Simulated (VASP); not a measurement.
# BaTiO3 (R3m) in VASP: a series of runs

BaTiO3 is run at these levels: PBE; tasks: relaxation of cell and atoms, single point.

All numbers are computed with VASP 6.6.1; they aren't measurements. Logs are shortened: lines on timing, memory, paths and dates and some standing lists are left out, and cuts for length are marked.

### Step 1. The cell of the first run

It takes space group R3m (No. 160, trigonal). Conventional cell: a = 5.655 Å, b = 5.655 Å, c = 6.955 Å, α = 90.00°, β = 90.00°, γ = 120.00°. Within 3.7 Å of Ba (site symmetry 3m) lie 12 O at 2.79 to 2.89 Å and 8 Ti at 3.37 to 3.59 Å. Ti (site symmetry 3m) has 6 O at 1.87 to 2.14 Å within 2.5 Å. O (site symmetry m) has 2 Ti at 1.87 to 2.14 Å within 2.5 Å.

### Step 2. Relaxation of cell and atoms, PBE

INCAR

```
PREC     = Accurate       # precision mode
ENCUT    = 600            # plane-wave cutoff, eV
EDIFF    = 1E-6           # SCF threshold, eV
ISMEAR   = 0              # smearing method
SIGMA    = 0.02           # smearing width, eV
LREAL    = False          # projectors in reciprocal space
LASPH    = True           # aspherical terms in the spheres
NELM     = 80             # most SCF steps
ALGO     = Normal         # electronic algorithm
ISIF     = 3              # what is computed and relaxed
LWAVE    = False          # write WAVECAR
LCHARG   = False          # write CHGCAR
GGA      = PE             # functional
IBRION   = 2              # ionic algorithm
NSW      = 100            # ionic steps
EDIFFG   = -0.005         # ionic threshold
```

KPOINTS

```
regular mesh
0
Gamma
  6 6 6
```

POSCAR

```
BaTiO3
1.0
    2.8273666084      1.6323808724      2.3183934932
   -2.8273666084      1.6323808724      2.3183934932
    0.0000000000     -3.2647617449      2.3183934932
Ba Ti O
1 1 3
Direct
    0.0000000000      0.0000000000      0.0000000000
    0.4845000000      0.4845000000      0.4845000000
    0.5086000000      0.5086000000      0.0175000000
    0.0175000000      0.5086000000      0.5086000000
    0.5086000000      0.0175000000      0.5086000000
```

Potentials or basis: VASP PAW PBE potentials, release 64 (Ba_sv, Ti_sv, O).

The run is started by

```
$ cat potpaw_PBE.64/Ba_sv/POTCAR potpaw_PBE.64/Ti_sv/POTCAR potpaw_PBE.64/O/POTCAR > POTCAR
$ mpirun -np 1 vasp_std > vasp.out
```

OUTCAR:

```text
PREC = Accurate
   ENCUT = 600
   EDIFF = 1E-6
   ISMEAR = 0
   LREAL = False
   LASPH = True
   NELM = 80
   ISIF = 3
   GGA = PE
   IBRION = 2
   NSW = 100
   EDIFFG = -0.005

 ion  position               nearest neighbor table
   1  0.000  0.000  0.000-   3 2.79   4 2.79   5 2.79   4 2.83   5 2.83   5 2.83   4 2.83   3 2.83
                             3 2.83   3 2.89   4 2.89   5 2.89   2 3.37   2 3.43   2 3.43   2 3.43
   2  0.484  0.484  0.484-   4 1.87   5 1.87   3 1.87   5 2.14   4 2.14   3 2.14   1 3.37   1 3.43
                             1 3.43   1 3.43   1 3.50   1 3.50   1 3.50   1 3.59
   3  0.509  0.509  0.017-   2 1.87   2 2.14   1 2.79   1 2.83   1 2.83   1 2.89
   4  0.017  0.509  0.509-   2 1.87   2 2.14   1 2.79   1 2.83   1 2.83   1 2.89
   5  0.509  0.017  0.509-   2 1.87   2 2.14   1 2.79   1 2.83   1 2.83   1 2.89

  LATTYP: Found a trigonal (rhomboedric) cell.
 ALAT       =     4.0042000000
 COS(alpha) =     0.0028448828

  Lattice vectors:

 A1 = (   2.8273666084,   1.6323808724,   2.3183934932)
 A2 = (  -2.8273666084,   1.6323808724,   2.3183934932)
 A3 = (   0.0000000000,  -3.2647617449,   2.3183934932)

Analysis of symmetry for initial positions (statically):
=====================================================================
 Subroutine PRICEL returns:
 Original cell was already a primitive cell.

 Routine SETGRP: Setting up the symmetry group for a
 trigonal (rhombohedral) supercell.

 Subroutine GETGRP returns: Found  6 space group operations
 (whereof  6 operations were pure point group operations)
 out of a pool of 12 trial point group operations.

The static configuration has the point symmetry C_3v.

Analysis of symmetry for dynamics (positions and initial velocities):
=====================================================================
 Subroutine PRICEL returns:
 Original cell was already a primitive cell.

 Routine SETGRP: Setting up the symmetry group for a
 trigonal (rhombohedral) supercell.

 Subroutine GETGRP returns: Found  6 space group operations
 (whereof  6 operations were pure point group operations)
 out of a pool of 12 trial point group operations.

The dynamic configuration has the point symmetry C_3v.

 Subroutine INISYM returns: Found  6 space group operations
 (whereof  6 operations are pure point group operations),
 and found     1 'primitive' translations

----------------------------------------------------------------------------------------

                                     Primitive cell

  volume of cell :      64.2010

  direct lattice vectors                    reciprocal lattice vectors
     2.827366608  1.632380872  2.318393493     0.176843002  0.102100355  0.143777721
    -2.827366608  1.632380872  2.318393493    -0.176843002  0.102100355  0.143777721
     0.000000000 -3.264761745  2.318393493     0.000000000 -0.204200710  0.143777721

  length of vectors
     4.004200000  4.004200000  4.004200000     0.249739791  0.249739791  0.249739791

  position of ions in fractional coordinates (direct lattice)
     0.000000000  0.000000000  0.000000000
     0.484500000  0.484500000  0.484500000
     0.508600000  0.508600000  0.017500000
     0.017500000  0.508600000  0.508600000
     0.508600000  0.017500000  0.508600000

  ion indices of the primitive-cell ions
   primitive index   ion index
                 1           1
                 2           2
                 3           3
                 4           4
                 5           5

----------------------------------------------------------------------------------------

 KPOINTS: regular mesh

Automatic generation of k-mesh.
 Grid dimensions read from file:
 generate k-points for:    6    6    6

 Generating k-lattice:

  Cartesian coordinates                     Fractional coordinates (reciprocal lattice)
     0.029473834  0.017016726  0.023962954     0.166666667 -0.000000000  0.000000000
    -0.029473834  0.017016726  0.023962954    -0.000000000  0.166666667  0.000000000
     0.000000000 -0.034033452  0.023962954     0.000000000  0.000000000  0.166666667

  Length of vectors
     0.041623298  0.041623298  0.041623298

  Shift w.r.t. Gamma in fractional coordinates (k-lattice)
     0.000000000  0.000000000  0.000000000

 Subroutine IBZKPT returns following result:
 ===========================================

 Found     32 irreducible k-points:

 Following reciprocal coordinates:
            Coordinates               Weight
  0.000000  0.000000  0.000000      1.000000
  0.166667  0.000000 -0.000000      6.000000
  0.333333  0.000000  0.000000      6.000000
  0.500000  0.000000  0.000000      3.000000
  0.166667  0.166667 -0.000000      6.000000
  0.333333  0.166667  0.000000     12.000000
[... 16 lines left out ...]
  0.500000  0.500000  0.166667      6.000000
 -0.333333  0.500000  0.166667     12.000000
 [... further k-points ...]
   k-points           NKPTS =     32   k-points in BZ     NKDIM =     32   number of bands    NBANDS=     24
   number of dos      NEDOS =    301   number of ions     NIONS =      5
   total plane-waves  NPLWV =  32768
   dimension x,y,z NGX =    32 NGY =   32 NGZ =   32
   dimension x,y,z NGXF=    64 NGYF=   64 NGZF=   64
   ions per type =               1   1   3
   NGX,Y,Z   is equivalent  to a cutoff of  13.29, 13.29, 13.29 a.u.
   NGXF,Y,Z  is equivalent  to a cutoff of  26.57, 26.57, 26.57 a.u.
 SYSTEM =  unknown system
   PREC   = accura    normal or accurate (medium, high low for compatibility)
   ISTART =      0    job   : 0-new  1-cont  2-samecut
   ICHARG =      2    charge: 1-file 2-atom 10-const
   ISPIN  =      1    spin polarized calculation?
   LNONCOLLINEAR =      F non collinear calculations
   LSORBIT =      F    spin-orbit coupling
   LASPH  =      T    aspherical Exc in radial PAW
   ENCUT  =  600.0 eV  44.10 Ry    6.64 a.u.   8.00  8.00  8.00*2*pi/ulx,y,z
   NELM   =     80;   NELMIN=  2; NELMDL= -5     # of ELM steps
   EDIFF  = 0.1E-05   stopping-criterion for ELM
   LREAL  =      F    real-space projection
   EDIFFG = -.5E-02   stopping-criterion for IOM
   NSW    =    100    number of steps for IOM
   IBRION =      2    ionic relax: 0-MD 1-quasi-New 2-CG
   NFREE  =      1    steps in history (QN), initial steepest desc. (CG)
   ISIF   =      3    stress and relaxation
   ISYM   =      2    0-nonsym 1-usesym 2-fastsym
   POTIM  = 0.5000    time-step for ionic-motion
   TEBEG  =    0.0;   TEEND  =   0.0 temperature during run
   PSTRESS=    0.0 pullay stress
   NELECT =      40.0000    total number of electrons
   NUPDOWN=      -1.0000    fix difference up-down
   EMIN   =  10.00;   EMAX   =-10.00  energy-range for DOS
   EFERMI =   0.00;   METHOD = LEGACY
   ISMEAR =     0;   SIGMA  =   0.02  broadening in eV -4-tet -1-fermi 0-gaus
   EFERMI_NEDOS =   21; number of points for ismear=-14 and -15
   IALGO  =     38    algorithm
   IMIX   =      4    mixing-type and parameters
     AMIX     =   0.40;   BMIX     =  1.00
     AMIX_MAG =   1.60;   BMIX_MAG =  1.00
  volume/ion in A,a.u.               =      12.84        86.65
  Fermi-wavevector in a.u.,A,eV,Ry     =   1.398237  2.642285 26.600301  1.955067
  Thomas-Fermi vector in A             =   2.521415
   LORBIT       =      0    0 simple, 1 ext, 2 COOP (PROOUT), +10 PAW based schemes
   GGA     = PE    functional components
   LHFCALC =     F    Hartree Fock is set to
   AEXX    =    0.0000 exact exchange contribution
   IVDW    =     0    specifies the selected vdW correction
   LEPSILON=     F    determine dielectric tensor
   LRPA    =     F    only Hartree local field effects (RPA)
 conjugate gradient relaxation of ions
 non-spin polarized calculation
 Gauss-broadening in eV      SIGMA  =   0.02
  energy-cutoff  :      600.00
  volume of cell :       64.20
 maximum number of plane-waves:      2176
   NGX = 15   NGY = 15   NGZ = 15

--------------------------------------- Ionic step        1  -------------------------------------------

 number of electron      39.9999996 magnetization

 Free energy of the ion-electron system (eV)
  ---------------------------------------------------
  ext. energy  EPLUGINS =         0.00000000
  ---------------------------------------------------
  free energy    TOTEN  =       -39.99782887 eV

  energy without entropy =      -39.99782887  energy(sigma->0) =      -39.99782887

------------------------ aborting loop because EDIFF is reached ----------------------------------------

  FORCE on cell =-STRESS in cart. coord.  units (eV):
  Direction    XX          YY          ZZ          XY          YZ          ZX
  --------------------------------------------------------------------------------------
  -------------------------------------------------------------------------------------
  Total        2.7028972      2.7028972      2.6016075      0.0000000     -0.0000000      0.0000000
  in kB       67.4525057     67.4525057     64.9247583      0.0000000     -0.0000000      0.0000000
  external PRESSURE =      66.6099232 kB  Pullay stress =       0.0000000 kB
[... 98 lines left out ...]
  FREE ENERGIE OF THE ION-ELECTRON SYSTEM (eV)
  ---------------------------------------------------
  free  energy   TOTEN  =       -40.0471142596 eV

  energy  without entropy=      -40.0471142596  energy(sigma->0) =      -40.04711426

[... ionic steps 4 to 14 ...]

--------------------------------------- Ionic step       15  -------------------------------------------

 number of electron      39.9999991 magnetization

------------------------ aborting loop because EDIFF is reached ----------------------------------------

  FORCE on cell =-STRESS in cart. coord.  units (eV):
  Direction    XX          YY          ZZ          XY          YZ          ZX
  --------------------------------------------------------------------------------------
  -------------------------------------------------------------------------------------
  Total       -0.0058550     -0.0058550     -0.0226833      0.0000000      0.0000000      0.0000000
  in kB       -0.1386859     -0.1386859     -0.5372976      0.0000000      0.0000000      0.0000000
  external PRESSURE =      -0.2715565 kB  Pullay stress =       0.0000000 kB
[... 63 lines left out ...]
  energy  without entropy=      -40.0598933224  energy(sigma->0) =      -40.05989332

--------------------------------------- Ionic step       17  -------------------------------------------

 number of electron      39.9999991 magnetization

 Free energy of the ion-electron system (eV)
  ---------------------------------------------------
  ext. energy  EPLUGINS =         0.00000000
  ---------------------------------------------------
  free energy    TOTEN  =       -40.05990245 eV

  energy without entropy =      -40.05990245  energy(sigma->0) =      -40.05990245

 E-fermi :   3.4462     XC(G=0): -10.9511

 val. band max:        3.3489582658   @ k =   0.5000   0.5000   0.5000
 cond. band min:       5.9262963207   @ k =   0.0000   0.0000   0.0000
 fundamental gap:      2.5773380550
 Fermi energy:         3.4461897899

 k-point     1 :       0.0000    0.0000    0.0000
  band No.  band energies     occupation
      1     -52.9698      2.00000
      2     -29.2240      2.00000
      3     -29.2189      2.00000
      4     -29.2189      2.00000
      5     -21.5798      2.00000
      6     -13.3317      2.00000
[... 637 lines left out ...]
     23       7.3611      0.00000
     24       8.8985      0.00000

 [... further k-points ...]
[... 5 lines left out ...]
  --------------------------------------------------------------------------------------
  -------------------------------------------------------------------------------------
  Total        0.0056953      0.0056953     -0.0135141      0.0000000      0.0000000      0.0000000
  in kB        0.1349285      0.1349285     -0.3201642      0.0000000      0.0000000      0.0000000
  external PRESSURE =      -0.0167691 kB  Pullay stress =       0.0000000 kB
[... 20 lines left out ...]
  FREE ENERGIE OF THE ION-ELECTRON SYSTEM (eV)
  ---------------------------------------------------
  free  energy   TOTEN  =       -40.0599024467 eV

  energy  without entropy=      -40.0599024467  energy(sigma->0) =      -40.05990245

 reached required accuracy - stopping structural energy minimisation
```

It took 3.2 min on 1 thread of Intel Xeon 6975P-C (Granite Rapids), shared host; peak memory 0.23 GiB.

Results:

```
Free energy                           : -40.0599 eV
Relaxed volume                        : 13.53 Å³/atom
Relaxed cell                          : a = 4.074 Å, b = 4.074 Å, c = 4.074 Å, α = 89.69°, β = 89.69°, γ = 89.69°
Space group after relaxing (to 0.1 Å) : R3m (No. 160)
Energy gained by relaxing             : 12.4 meV/atom
Ionic steps                           : 17
Pressure after relaxing               : 0.0 GPa
Largest force after relaxing          : 0.004 eV/Å
Band gap on the k mesh                : 2.58 eV (least direct gap 3.13 eV)
```

Forces on the atoms (eV/Å):
```
Ba   0.000  0.000 -0.003
Ti   0.000  0.000  0.004
O    0.000  0.000  0.000
O    0.000  0.000  0.000
O    0.000  0.000  0.000
```

Step by step:
| step | energy change (eV) | largest force (eV/Å) | pressure (GPa) | volume (Å³) |
| --- | --- | --- | --- | --- |
| 1 | 0.0000 | 0.2068 | 6.66 | 64.20 |
| 2 | 0.0055 | 0.5783 | -5.80 | 69.29 |
| 3 | -0.0493 | 0.2130 | 0.11 | 66.60 |
| 4 | -0.0493 | 0.2054 | 0.23 | 66.55 |
| 5 | -0.0546 | 0.1713 | 0.20 | 66.81 |
| 6 | -0.0594 | 0.1474 | 0.37 | 67.55 |
| 7 | -0.0599 | 0.0930 | 0.28 | 67.36 |
| 8 | -0.0612 | 0.0576 | -0.44 | 67.76 |
| 9 | -0.0612 | 0.0574 | -0.46 | 67.76 |
| 10 | -0.0619 | 0.0498 | 0.04 | 67.64 |
| 11 | -0.0619 | 0.0393 | 0.00 | 67.65 |
| 12 | -0.0620 | 0.0176 | -0.02 | 67.64 |
| 13 | -0.0621 | 0.0057 | -0.03 | 67.64 |
| 14 | -0.0621 | 0.0063 | -0.02 | 67.64 |
| 15 | -0.0621 | 0.0118 | -0.03 | 67.64 |
| 16 | -0.0621 | 0.0077 | -0.01 | 67.64 |
| 17 | -0.0621 | 0.0036 | 0.00 | 67.63 |

Final structure:
```xyz
5
Lattice="2.8731 1.6588 2.3649 -2.8731 1.6588 2.3649 0.0000 -3.3176 2.3649" Properties=species:S:1:pos:R:3 pbc="T T T"
Ba    0.0000    0.0000    7.0613
Ti    0.0000    0.0000    3.4057
O     0.0000    1.6208    2.4687
O    -1.4036   -0.8104    2.4687
O     1.4036   -0.8104    2.4687
```

Caveat: spin-orbit coupling is left out, which moves the levels of the heavy elements. Zero-point motion and thermal expansion aren't in these numbers.

### Step 3. Single point, PBE

INCAR

```
SYSTEM = BaTiO3
  PREC = Accurate
  ENCUT = 910
  EDIFF = 1E-6
  ISMEAR = 0
  SIGMA = 0.02
  LREAL = .FALSE.
  LASPH = .TRUE.
  NELM = 120
  ALGO = Normal
  ISIF = 2
  LWAVE = .FALSE.
  LCHARG = .FALSE.
  GGA = PE
  NBANDS = 28
  GGA_COMPAT = .FALSE.
```

KPOINTS

```
regular mesh
0
G
  6 6 6
  0 0 0
```

POSCAR is that of step 2.

Potentials or basis: VASP PAW PBE potentials, release 64 (Ba_sv, Ti_sv, O_h).

The run is started by

```
$ cat potpaw_PBE.64/Ba_sv/POTCAR potpaw_PBE.64/Ti_sv/POTCAR potpaw_PBE.64/O_h/POTCAR > POTCAR
$ mpirun -np 1 vasp_std > vasp.out
```

It took 1.8 min on 1 thread of Intel Xeon Platinum 8259CL at 2.50GHz (Skylake/Cascade Lake), shared host; peak memory 0.33 GiB.

The run converged. Its results:

```
Free energy            : -40.0181 eV
Pressure               : 6.5 GPa
Largest force          : 0.176 eV/Å
Band gap on the k mesh : 2.39 eV (least direct gap 2.78 eV)
```

Forces in eV/Å, atoms in the order of the input:
```
Ba   0.000  0.000 -0.115
Ti   0.000  0.000  0.176
O    0.000  0.141 -0.020
O   -0.122 -0.070 -0.020
O    0.122 -0.070 -0.020
```

Stress tensor (GPa, compression positive):
```
6.53 0.00 0.00
0.00 6.53 0.00
0.00 0.00 6.33
```

Levels at points of the mesh, in eV from the valence-band top:
| k point | band 18 | band 19 | band 20 | band 21 | band 22 | band 23 |
| --- | --- | --- | --- | --- | --- | --- |
| (0.00, 0.00, 0.00) | -0.53 | -0.40 | -0.40 | 2.39 | 2.39 | 2.52 |
| (0.50, 0.00, 0.00) | -1.63 | -0.96 | -0.83 | 2.56 | 3.79 | 3.89 |
| (0.50, 0.50, 0.00) | -0.89 | -0.85 | -0.09 | 3.86 | 3.86 | 4.20 |
| (0.50, 0.50, 0.50) | -0.02 | -0.02 | 0.00 | 4.33 | 4.48 | 4.48 |

Caveat: the cutoff is under 1.25 times the usual one of these potentials, so pressure, stress and relaxed cells hold a basis-set (Pulay) error; the cell stands under pressure; spin-orbit coupling is left out, which moves the levels of the heavy elements.

[end of part 1 of 2]
